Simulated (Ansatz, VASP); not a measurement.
**InAs: VASP beside Ansatz**

```
CELL_PARAMETERS angstrom
0.00000 2.70297 2.96054
2.96054 0.00000 2.96054
2.96054 2.70297 0.00000
ATOMIC_POSITIONS crystal
In 0.00000 0.00000 0.00000
As 0.75000 0.75000 0.75000
```

Alike in both runs: task single point; functional PBEsol; k mesh 14 × 14 × 14; occupations gaussian, width 0.15 eV; no spin polarisation.

|  | VASP | Ansatz |
| --- | --- | --- |
| version | VASP 6.6.1 | Ansatz 0.2.0 |
| potentials or method | VASP PAW PBE potentials, release 64 (In_d, As), cutoff 520 eV | scalar-relativistic, plane waves, PAW |
| valence electrons in the cell | 18 | 28 |

|  | VASP | Ansatz | Ansatz less VASP |
| --- | --- | --- | --- |
| gap on the k mesh at the Fermi level (eV) | 0.19 | 0.18 | -0.010 |
| least direct gap on the mesh (eV) | 0.19 | 0.18 | -0.010 |
| pressure (GPa) | 14.4 | 14.2 | -0.18 |
| traceless stress, the component that is largest in VASP (GPa) | 0.98 | 0.99 | +0.009 |

VASP's potentials were made for PBE, not for PBEsol, and Ansatz warns of the same on its side. VASP's potentials hold 18 valence electrons a cell and Ansatz's 28, so a difference there can come from the potentials and not from the codes.
